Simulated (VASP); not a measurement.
A run of VASP 6.6.1:

The input INCAR:

```
SYSTEM = SrO
PREC     = Accurate       ! precision mode
ENCUT    = 520            ! plane-wave cutoff, eV
EDIFF    = 1E-7           ! SCF threshold, eV
ISMEAR   = 0              ! smearing method
SIGMA    = 0.01           ! smearing width, eV
LREAL    = .FALSE.        ! projectors in reciprocal space
LASPH    = .TRUE.         ! aspherical terms in the spheres
NELM     = 150            ! most SCF steps
ALGO     = Normal         ! electronic algorithm
ISIF     = 2              ! what is computed and relaxed
LWAVE    = .FALSE.        ! write WAVECAR
LCHARG   = .FALSE.        ! write CHGCAR
MAGMOM   = 0 0 0 0 0 0    ! initial moments
LORBIT   = 11             ! projections on sites
LSORBIT  = .TRUE.         ! spin-orbit coupling
GGA_COMPAT= .FALSE.      
LORBMOM  = .TRUE.       
GGA      = PS             ! functional
NBANDS   = 28             ! bands
```

File KPOINTS:

```
regular mesh
0
G
  8 8 8
  0 0 0
```

The input POSCAR:

```
SrO
1.0
    0.0000000000      2.5486366918      2.5486366918
    2.5486366918      0.0000000000      2.5486366918
    2.5486366918      2.5486366918      0.0000000000
Sr O
1 1
Direct
    0.5000000000      0.5000000000      0.5000000000
    0.0000000000      0.0000000000      0.0000000000
```

Potentials or basis: VASP PAW PBE potentials, release 64 (Sr_sv, O).

Command:

```sh
$ cat potpaw_PBE.64/Sr_sv/POTCAR potpaw_PBE.64/O/POTCAR > POTCAR
$ mpirun -np 1 vasp_ncl > vasp.out
```

Hardware: 1 thread of Intel(R) Xeon(R) 6975P-C (Granite Rapids) (shared host).

Question: How long does it take, and how much memory?

Answer: It took 48 s on 1 thread of Intel(R) Xeon(R) 6975P-C (Granite Rapids) (shared host), peak memory 0.26 GiB. Counts: scf iterations 15, k points 29.
